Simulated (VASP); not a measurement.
Set up this calculation in VASP 6.6.1, as the native input.

* Task: single point
* Functional: PBE
* Potentials or basis: VASP PAW PBE potentials, release 64 (Mg, O)
* Cutoff: 600 eV
* k mesh: 10 × 10 × 10
* Occupations: gaussian, width 0.02 eV
* Spin: no spin polarisation
* Dipole correction: no
* Further INCAR settings: ALGO = Normal; EDIFF = 1e-06; NBANDS = 11

The structure of MgO (ae) lies in POSCAR:

```
MgO
1.0
    0.0000000000      2.0837007260      2.0837007260
    2.0837007260      0.0000000000      2.0837007260
    2.0837007260      2.0837007260      0.0000000000
Mg O
1 1
Direct
    0.0000000000      0.0000000000      0.0000000000
    0.5000000000      0.5000000000      0.5000000000
```

This cell differs from its parent crystal: volume scaled by 0.94.

The input as run:

INCAR

```
SYSTEM = MgO
PREC = Accurate ; ENCUT = 600
EDIFF = 1E-6 ; ISMEAR = 0
SIGMA = 0.02 ; LREAL = .False.
LASPH = .True. ; NELM = 120
ALGO = Normal ; ISIF = 2
LWAVE = .False. ; LCHARG = .True.
GGA = PE ; LELF = .True.
LVHAR = .True. ; NBANDS = 11
GGA_COMPAT = .False.
```

KPOINTS

```
Automatic mesh
0
Gamma
  10 10 10
  0 0 0
```

Potentials or basis: VASP PAW PBE potentials, release 64 (Mg, O).

Command:

```console
$ cat potpaw_PBE.64/Mg/POTCAR potpaw_PBE.64/O/POTCAR > POTCAR
$ mpirun -np 1 vasp_std > vasp.out
```

It gave:

```
Pressure               : 9.4 GPa
Band gap on the k mesh : 5.05 eV, direct
```

Run time: 16 s on 1 thread of AMD EPYC 7R43 64-Core Processor (Zen 3), on a shared host, peak memory 0.11 GiB.
